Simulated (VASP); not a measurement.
# Cd (Pm-3n) in VASP: a series of runs

The runs below take Cd through single point, relaxation of cell and atoms, with LDA.

All numbers are computed with VASP 6.6.1; they aren't measurements. Logs are shortened: lines on timing, memory, paths and dates and some standing lists are left out, and cuts for length are marked.

**1. The cell of the first run**

It takes space group Pm-3n (No. 223, cubic). The conventional cell has a = 5.448 Å, b = 5.448 Å, c = 5.448 Å, α = 90.00°, β = 90.00°, γ = 90.00°. Cd (site symmetry m-3) has 12 Cd at 3.05 Å within 4.0 Å. Cd (site symmetry -4m2) has 14 Cd at 2.72 to 3.34 Å within 3.6 Å.

**2. Single point, LDA**

Input file INCAR:

```
PREC     = Accurate       # precision mode
ENCUT    = 520            # plane-wave cutoff, eV
EDIFF    = 1E-7           # SCF threshold, eV
ISMEAR   = -1             # smearing method
SIGMA    = 0.1            # smearing width, eV
LREAL    = False          # projectors in reciprocal space
LASPH    = True           # aspherical terms in the spheres
NELM     = 100            # most SCF steps
ALGO     = Normal         # electronic algorithm
ISIF     = 2              # what is computed and relaxed
LWAVE    = False          # write WAVECAR
LCHARG   = True           # write CHGCAR
LELF     = True           # ELF
LVHAR    = True         
NBANDS   = 58             # bands
```

Input file KPOINTS:

```
Automatic mesh
0
Gamma
  5 5 5
```

Input file POSCAR:

```
Cd
1.0
    5.4480352545      0.0000000000      0.0000000000
    0.0000000000      5.4480352545      0.0000000000
    0.0000000000      0.0000000000      5.4480352545
Cd
8
Direct
    0.0000000000      1.0000000000      0.0000000000
    0.5000000000      0.5000000000      0.5000000000
    0.2500000000      0.0000000000      0.5000000000
    0.7500000000      0.0000000000      0.5000000000
    0.5000000000      0.2500000000      1.0000000000
    0.5000000000      0.7500000000      0.0000000000
    1.0000000000      0.5000000000      0.2500000000
    1.0000000000      0.5000000000      0.7500000000
```

Potentials or basis: VASP PAW LDA potentials, release 64 (Cd).

The run is started by

```sh
$ cat potpaw_LDA.64/Cd/POTCAR > POTCAR
$ mpirun -np 1 vasp_std > vasp.out
```

OUTCAR:

```text
PREC = Accurate
   ENCUT = 520
   EDIFF = 1E-7
   ISMEAR = -1
   LREAL = False
   LASPH = True
   NELM = 100
   ISIF = 2

 ion  position               nearest neighbor table
   1  0.000  0.000  0.000-   3 3.05   4 3.05   5 3.05   6 3.05   7 3.05   8 3.05   3 3.05   4 3.05
                             7 3.05   8 3.05   5 3.05   6 3.05
   2  0.500  0.500  0.500-   3 3.05   4 3.05   5 3.05   6 3.05   7 3.05   8 3.05   5 3.05   6 3.05
                             3 3.05   4 3.05   7 3.05   8 3.05
   3  0.250  0.000  0.500-   4 2.72   4 2.72   1 3.05   1 3.05   2 3.05   2 3.05   8 3.34   5 3.34
                             5 3.34   6 3.34   6 3.34   7 3.34   8 3.34   7 3.34
   4  0.750  0.000  0.500-   3 2.72   3 2.72   1 3.05   1 3.05   2 3.05   2 3.05   8 3.34   5 3.34
                             5 3.34   6 3.34   6 3.34   7 3.34   8 3.34   7 3.34
   5  0.500  0.250  0.000-   6 2.72   6 2.72   1 3.05   2 3.05   2 3.05   1 3.05   8 3.34   4 3.34
                             3 3.34   4 3.34   3 3.34   7 3.34   7 3.34   8 3.34
   6  0.500  0.750  0.000-   5 2.72   5 2.72   1 3.05   2 3.05   2 3.05   1 3.05   8 3.34   4 3.34
                             3 3.34   4 3.34   3 3.34   7 3.34   7 3.34   8 3.34
   7  0.000  0.500  0.250-   8 2.72   8 2.72   1 3.05   2 3.05   1 3.05   2 3.05   3 3.34   4 3.34
                             5 3.34   3 3.34   4 3.34   6 3.34   5 3.34   6 3.34
   8  0.000  0.500  0.750-   7 2.72   7 2.72   1 3.05   2 3.05   1 3.05   2 3.05   3 3.34   4 3.34
                             5 3.34   3 3.34   4 3.34   6 3.34   5 3.34   6 3.34

  LATTYP: Found a simple cubic cell.
 ALAT       =     5.4480352545

  Lattice vectors:

 A1 = (   5.4480352545,   0.0000000000,   0.0000000000)
 A2 = (   0.0000000000,   5.4480352545,   0.0000000000)
 A3 = (   0.0000000000,   0.0000000000,   5.4480352545)

Analysis of symmetry for initial positions (statically):
=====================================================================
 Subroutine PRICEL returns:
 Original cell was already a primitive cell.

 Routine SETGRP: Setting up the symmetry group for a
 simple cubic supercell.

 Subroutine GETGRP returns: Found 48 space group operations
 (whereof 24 operations were pure point group operations)
 out of a pool of 48 trial point group operations.

The static configuration has the point symmetry T_h .
 The point group associated with its full space group is O_h .

Analysis of symmetry for dynamics (positions and initial velocities):
=====================================================================
 Subroutine PRICEL returns:
 Original cell was already a primitive cell.

 Routine SETGRP: Setting up the symmetry group for a
 simple cubic supercell.

 Subroutine GETGRP returns: Found 48 space group operations
 (whereof 24 operations were pure point group operations)
 out of a pool of 48 trial point group operations.
[... 110 lines left out ...]
   NELECT =      96.0000    total number of electrons
   NUPDOWN=      -1.0000    fix difference up-down
   EMIN   =  10.00;   EMAX   =-10.00  energy-range for DOS
   EFERMI =   0.00;   METHOD = LEGACY
   ISMEAR =    -1;   SIGMA  =   0.10  broadening in eV -4-tet -1-fermi 0-gaus
   EFERMI_NEDOS =   21; number of points for ismear=-14 and -15
   IALGO  =     38    algorithm
   IMIX   =      4    mixing-type and parameters
     AMIX     =   0.40;   BMIX     =  1.00
     AMIX_MAG =   1.60;   BMIX_MAG =  1.00
  volume/ion in A,a.u.               =      20.21       136.40
  Fermi-wavevector in a.u.,A,eV,Ry     =   1.375916  2.600105 25.757809  1.893146
  Thomas-Fermi vector in A             =   2.501208
   LORBIT       =      0    0 simple, 1 ext, 2 COOP (PROOUT), +10 PAW based schemes
   GGA     = CA    functional components
   LHFCALC =     F    Hartree Fock is set to
   AEXX    =    0.0000 exact exchange contribution
   IVDW    =     0    specifies the selected vdW correction
   LEPSILON=     F    determine dielectric tensor
   LRPA    =     F    only Hartree local field effects (RPA)
 non-spin polarized calculation
  energy-cutoff  :      520.00
  volume of cell :      161.70
 maximum number of plane-waves:      4385
 NGX is ok and might be reduce to    42
   NGX = 21   NGY = 21   NGZ = 21

 number of electron      96.0000026 magnetization

 Free energy of the ion-electron system (eV)
  ---------------------------------------------------
  ext. energy  EPLUGINS =         0.00000000
  ---------------------------------------------------
  free energy    TOTEN  =       -11.80286579 eV

  energy without entropy =      -11.69680737  energy(sigma->0) =      -11.74983658

 E-fermi :   3.2029     XC(G=0): -11.7304

 val. band max:        3.0874822770   @ k =   0.2000   0.2000   0.2000
 cond. band min:       3.2058441056   @ k =   0.4000   0.2000   0.2000
 fundamental gap:      0.1183618286
 Fermi energy:         3.2029156625

 k-point     1 :       0.0000    0.0000    0.0000
  band No.  band energies     occupation
      1      -7.1242      2.00000
      2      -7.1242      2.00000
      3      -7.0426      2.00000
      4      -6.6532      2.00000
      5      -6.6532      2.00000
      6      -6.6532      2.00000
[... 599 lines left out ...]
     57       8.7499      0.00000
     58       9.6298      0.00000

------------------------ aborting loop because EDIFF is reached ----------------------------------------

  FORCE on cell =-STRESS in cart. coord.  units (eV):
  Direction    XX          YY          ZZ          XY          YZ          ZX
  --------------------------------------------------------------------------------------
  -------------------------------------------------------------------------------------
  Total        0.6549313      0.6549313      0.6549313      0.0000000      0.0000000     -0.0000000
  in kB        6.4891319      6.4891319      6.4891319      0.0000000      0.0000000     -0.0000000
  external PRESSURE =       6.4891319 kB  Pullay stress =       0.0000000 kB

 VOLUME and BASIS-vectors are now :
 -----------------------------------------------------------------------------
  energy-cutoff  :      520.00
  volume of cell :      161.70
      direct lattice vectors                 reciprocal lattice vectors
     5.448035254  0.000000000  0.000000000     0.183552410  0.000000000  0.000000000
     0.000000000  5.448035254  0.000000000     0.000000000  0.183552410  0.000000000
     0.000000000  0.000000000  5.448035254     0.000000000  0.000000000  0.183552410

 POSITION                                       TOTAL-FORCE (eV/Angst)
 -----------------------------------------------------------------------------------
      0.00000      0.00000      0.00000         0.000000     -0.000000     -0.000000
      2.72402      2.72402      2.72402         0.000000     -0.000000     -0.000000
      1.36201      0.00000      2.72402         0.000000      0.000000      0.000000
      4.08603      0.00000      2.72402        -0.000000     -0.000000     -0.000000
      2.72402      1.36201      0.00000         0.000000     -0.000000     -0.000000
      2.72402      4.08603      0.00000         0.000000     -0.000000      0.000000
      0.00000      2.72402      1.36201         0.000000     -0.000000     -0.000000
      0.00000      2.72402      4.08603        -0.000000     -0.000000     -0.000000
 -----------------------------------------------------------------------------------
    total drift:                                0.000000     -0.000000     -0.000000

  FREE ENERGIE OF THE ION-ELECTRON SYSTEM (eV)
  ---------------------------------------------------
  free  energy   TOTEN  =       -11.8028657928 eV

  energy  without entropy=      -11.6968073747  energy(sigma->0) =      -11.74983658
```

stdout:

```text
POSCAR found type information on POSCAR Cd
 POSCAR found :  1 types and       8 ions
 scaLAPACK will be used
 LDA part: xc-table for (Slater(with rela. corr.)+CA(PZ))
 , standard interpolation
 POSCAR, INCAR and KPOINTS ok, starting setup
 FFT: planning ... GRIDC
 FFT: planning ... GRID_SOFT
 FFT: planning ... GRID
 WAVECAR not read
 entering main loop
```

Run time: 2 min. Hardware: 1 thread of Oxide Virtual Turin-like, shared host; peak memory 0.2 GiB.

What came out:

```yaml
Free_energy: -11.8029 eV
Pressure: 0.6 GPa
Band_gap_on_the_k_mesh: zero (band 48 reaches 4.79 eV, above the bottom of band 49 at 2.60 eV)
```

**3. Single point, LDA**

Input file INCAR:

```
SYSTEM = Cd
PREC = Accurate ; ENCUT = 520
EDIFF = 1E-6 ; ISMEAR = -1
SIGMA = 0.1 ; LREAL = .FALSE.
LASPH = .TRUE. ; NELM = 80
ALGO = Normal ; ISIF = 2
LWAVE = .FALSE. ; LCHARG = .FALSE.
GGA = CA ; NBANDS = 58
```

Input file KPOINTS:

```
Automatic mesh
0
G
  6 6 6
  0 0 0
```

POSCAR is that of step 2.

Potentials or basis: VASP PAW LDA potentials, release 64 (Cd).

The run is started by

```sh
$ cat potpaw_LDA.64/Cd/POTCAR > POTCAR
$ mpirun -np 1 vasp_std > vasp.out
```

It took 3.1 min on 1 thread of Oxide Virtual Turin-like, shared host; peak memory 0.25 GiB.

Results (log left out):

| Quantity | Value |
| --- | --- |
| Free energy | -11.8347 eV |
| Pressure | 0.9 GPa |
| Band gap on the k mesh | zero (band 48 reaches 4.80 eV, above the bottom of band 49 at 2.21 eV) |

Levels at points of the mesh, in eV from the Fermi level:
| k point | band 45 | band 46 | band 47 | band 48 | band 49 | band 50 | band 51 | band 52 |
| --- | --- | --- | --- | --- | --- | --- | --- | --- |
| (0.00, 0.00, 0.00) | -2.90 | -2.87 | -2.87 | 1.69 | 1.69 | 2.48 | 2.48 | 2.48 |
| (0.50, 0.00, 0.00) | -1.74 | -1.74 | -1.38 | -1.38 | -0.90 | -0.90 | 3.36 | 3.36 |
| (0.50, 0.50, 0.00) | -1.31 | -0.87 | -0.33 | -0.33 | 0.17 | 0.17 | 0.74 | 1.13 |
| (0.50, 0.50, 0.50) | -4.63 | -4.63 | -4.47 | -4.47 | 6.22 | 6.22 | 6.22 | 6.22 |

**4. Relaxation of cell and atoms, LDA**

This run uses another cell than the first one, of 21.59 Å³/atom, 1.068 times its volume.

Input file INCAR:

```
ALGO = Normal
EDIFF = 1E-6
EDIFFG = -0.01
ENCUT = 600
GGA = CA
IBRION = 2
ISIF = 3
ISMEAR = -1
LASPH = True
LCHARG = False
LREAL = False
LWAVE = False
NELM = 80
NSW = 80
PREC = Accurate
SIGMA = 0.1
```

Input file KPOINTS:

```
k-points
0
Gamma
  5 5 5
```

Input file POSCAR:

```
Cd
1.0
    5.5686472891      0.0000000000      0.0000000000
    0.0000000000      5.5686472891      0.0000000000
    0.0000000000      0.0000000000      5.5686472891
Cd
8
Direct
    0.0000000000      0.0000000000      0.0000000000
    0.5000000000      0.5000000000      0.5000000000
    0.2500000000      0.0000000000      0.5000000000
    0.7500000000      0.0000000000      0.5000000000
    0.5000000000      0.2500000000      0.0000000000
    0.5000000000      0.7500000000      0.0000000000
    0.0000000000      0.5000000000      0.2500000000
    0.0000000000      0.5000000000      0.7500000000
```

Potentials or basis: VASP PAW LDA potentials, release 64 (Cd).

The run is started by

```sh
$ cat potpaw_LDA.64/Cd/POTCAR > POTCAR
$ mpirun -np 1 vasp_std > vasp.out
```

OUTCAR:

```text
EDIFF = 1E-6
   EDIFFG = -0.01
   ENCUT = 600
   GGA = CA
   IBRION = 2
   ISIF = 3
   ISMEAR = -1
   LASPH = True
   LREAL = False
   NELM = 80
   NSW = 80
   PREC = Accurate

 ion  position               nearest neighbor table
   1  0.000  0.000  0.000-   3 3.11   4 3.11   5 3.11   6 3.11   7 3.11   8 3.11   3 3.11   4 3.11
                             7 3.11   8 3.11   5 3.11   6 3.11
   2  0.500  0.500  0.500-   3 3.11   4 3.11   5 3.11   6 3.11   7 3.11   8 3.11   5 3.11   6 3.11
                             3 3.11   4 3.11   7 3.11   8 3.11
   3  0.250  0.000  0.500-   4 2.78   4 2.78   1 3.11   1 3.11   2 3.11   2 3.11   8 3.41   5 3.41
                             5 3.41   6 3.41   6 3.41   7 3.41   8 3.41   7 3.41
   4  0.750  0.000  0.500-   3 2.78   3 2.78   1 3.11   1 3.11   2 3.11   2 3.11   8 3.41   5 3.41
                             5 3.41   6 3.41   6 3.41   7 3.41   8 3.41   7 3.41
   5  0.500  0.250  0.000-   6 2.78   6 2.78   1 3.11   2 3.11   2 3.11   1 3.11   8 3.41   4 3.41
                             3 3.41   4 3.41   3 3.41   7 3.41   7 3.41   8 3.41
   6  0.500  0.750  0.000-   5 2.78   5 2.78   1 3.11   2 3.11   2 3.11   1 3.11   8 3.41   4 3.41
                             3 3.41   4 3.41   3 3.41   7 3.41   7 3.41   8 3.41
   7  0.000  0.500  0.250-   8 2.78   8 2.78   1 3.11   2 3.11   1 3.11   2 3.11   3 3.41   4 3.41
                             5 3.41   3 3.41   4 3.41   6 3.41   5 3.41   6 3.41
   8  0.000  0.500  0.750-   7 2.78   7 2.78   1 3.11   2 3.11   1 3.11   2 3.11   3 3.41   4 3.41
                             5 3.41   3 3.41   4 3.41   6 3.41   5 3.41   6 3.41

  LATTYP: Found a simple cubic cell.
 ALAT       =     5.5686472891

  Lattice vectors:

[... 175 lines left out ...]
  ---------------------------------------------------
  free energy    TOTEN  =       -11.70438219 eV

  energy without entropy =      -11.58294755  energy(sigma->0) =      -11.64366487

------------------------ aborting loop because EDIFF is reached ----------------------------------------

  FORCE on cell =-STRESS in cart. coord.  units (eV):
  Direction    XX          YY          ZZ          XY          YZ          ZX
  --------------------------------------------------------------------------------------
  -------------------------------------------------------------------------------------
  Total       -3.5260609     -3.5260609     -3.5260609      0.0000000      0.0000000     -0.0000000
  in kB      -32.7153261    -32.7153261    -32.7153261      0.0000000      0.0000000     -0.0000000
  external PRESSURE =     -32.7153261 kB  Pullay stress =       0.0000000 kB
[... 71 lines left out ...]
--------------------------------------- Ionic step        3  -------------------------------------------

 number of electron      95.9999951 magnetization

 Free energy of the ion-electron system (eV)
  ---------------------------------------------------
  ext. energy  EPLUGINS =         0.00000000
  ---------------------------------------------------
  free energy    TOTEN  =       -11.81036860 eV

  energy without entropy =      -11.70213610  energy(sigma->0) =      -11.75625235

 E-fermi :   3.1382     XC(G=0): -11.6889

 val. band max:        3.0282881028   @ k =   0.2000   0.2000   0.2000
 cond. band min:       3.1490956427   @ k =   0.4000   0.2000   0.2000
 fundamental gap:      0.1208075400
 Fermi energy:         3.1381535528

 k-point     1 :       0.0000    0.0000    0.0000
  band No.  band energies     occupation
      1      -7.1465      2.00000
      2      -7.1465      2.00000
      3      -7.0653      2.00000
      4      -6.6815      2.00000
      5      -6.6815      2.00000
      6      -6.6815      2.00000
[... 624 lines left out ...]
  FREE ENERGIE OF THE ION-ELECTRON SYSTEM (eV)
  ---------------------------------------------------
  free  energy   TOTEN  =       -11.8103685978 eV

  energy  without entropy=      -11.7021360982  energy(sigma->0) =      -11.75625235

 reached required accuracy - stopping structural energy minimisation
```

OSZICAR:

```text
N       E                     dE             d eps       ncg     rms          rms(c)
DAV:   1     0.918897026419E+03    0.91890E+03   -0.55329E+04  1140   0.191E+03
[... 23 lines left out ...]
DAV:   1    -0.118617471626E+02   -0.52875E-01   -0.10659E+00  1142   0.792E+00    0.165E+00
DAV:   2    -0.118140312915E+02    0.47716E-01   -0.14408E-01  1142   0.298E+00    0.522E-01
DAV:   3    -0.118110782402E+02    0.29531E-02   -0.73175E-03  1240   0.550E-01    0.426E-01
DAV:   4    -0.118103780263E+02    0.70021E-03   -0.57893E-04  1160   0.111E-01    0.397E-02
DAV:   5    -0.118103669837E+02    0.11043E-04   -0.32613E-05  1248   0.409E-02    0.205E-02
DAV:   6    -0.118103689703E+02   -0.19866E-05   -0.15912E-05  1226   0.266E-02    0.889E-03
DAV:   7    -0.118103685978E+02    0.37253E-06   -0.28195E-06   672   0.128E-02
   3 F= -.11810369E+02 E0= -.11756252E+02  d E =-.105986E+00
```

CONTCAR:

```text
Cd
   1.00000000000000
     5.4619162059432265    0.0000000000000000   -0.0000000000000000
     0.0000000000000000    5.4619162059432265   -0.0000000000000000
     0.0000000000000000    0.0000000000000000    5.4619162059432265
  Cd
     8
Direct
     0.0000000000000000    0.0000000000000000    0.0000000000000000
     0.5000000000000000    0.5000000000000000    0.5000000000000000
     0.2500000000000000    0.0000000000000000    0.5000000000000000
     0.7500000000000000    0.0000000000000000    0.5000000000000000
     0.5000000000000000    0.2500000000000000    0.0000000000000000
     0.5000000000000000    0.7500000000000000    0.0000000000000000
     0.0000000000000000    0.5000000000000000    0.2500000000000000
     0.0000000000000000    0.5000000000000000    0.7500000000000000

  0.00000000E+00  0.00000000E+00  0.00000000E+00
  0.00000000E+00  0.00000000E+00  0.00000000E+00
  0.00000000E+00  0.00000000E+00  0.00000000E+00
  0.00000000E+00  0.00000000E+00  0.00000000E+00
  0.00000000E+00  0.00000000E+00  0.00000000E+00
  0.00000000E+00  0.00000000E+00  0.00000000E+00
  0.00000000E+00  0.00000000E+00  0.00000000E+00
  0.00000000E+00  0.00000000E+00  0.00000000E+00
```

Wall time 4.2 min (1 thread of Oxide Virtual Turin-like, shared host); peak memory 0.26 GiB.

What came out:

```yaml
Free_energy: -11.8104 eV
Relaxed_volume: 20.37 Å³/atom
Relaxed_cell: a = 5.462 Å, b = 5.462 Å, c = 5.462 Å, α = 90.00°, β = 90.00°, γ = 90.00°
Space_group_after_relaxing_to_0.05_Å: Pm-3n (No. 223)
Energy_gained_by_relaxing: 13.2 meV/atom
Ionic_steps: 3
Pressure_after_relaxing: 0.0 GPa
Band_gap_on_the_k_mesh: zero (band 48 reaches 4.71 eV, above the bottom of band 49 at 2.54 eV)
```

The path:
| step | energy change (eV) | largest force (eV/Å) | pressure (GPa) | volume (Å³) |
| --- | --- | --- | --- | --- |
| 1 | 0.0000 | 0.0000 | -3.27 | 172.68 |
| 2 | -0.1045 | 0.0000 | 0.44 | 161.90 |
| 3 | -0.1060 | 0.0000 | 0.01 | 162.94 |

Final structure:
```
Cd
1.0
     5.46192    0.00000    0.00000
     0.00000    5.46192    0.00000
     0.00000    0.00000    5.46192
Cd
8
Direct
  0.00000 0.00000 0.00000
  0.50000 0.50000 0.50000
  0.25000 0.00000 0.50000
  0.75000 0.00000 0.50000
  0.50000 0.25000 0.00000
  0.50000 0.75000 0.00000
  0.00000 0.50000 0.25000
  0.00000 0.50000 0.75000
```

Levels at points of the mesh, in eV from the Fermi level:
| k point | band 44 | band 45 | band 46 | band 47 | band 48 | band 49 | band 50 | band 51 | band 52 | band 53 |
| --- | --- | --- | --- | --- | --- | --- | --- | --- | --- | --- |
| (0.00, 0.00, 0.00) | -3.11 | -2.98 | -2.96 | -2.96 | 1.58 | 1.58 | 2.38 | 2.39 | 2.39 | 2.39 |

**5. Overview**

```csv
task,cell,k mesh,cutoff (eV),gap on the mesh (eV),pressure (GPa)
single point,"a = 5.448 Å, 8 atoms",5 × 5 × 5,520,none,0.6
single point,"a = 5.448 Å, 8 atoms",6 × 6 × 6,520,none,0.9
relaxation of cell and atoms,"relaxed from a = 5.569 Å, 8 atoms",5 × 5 × 5,600,none,0.0
```

Alike in all rows: level LDA; potentials or basis VASP PAW LDA potentials, release 64 (Cd); no spin polarisation; smearing fermi-dirac 0.1 eV.

Absolute energies hang on the potentials; compare differences alone.
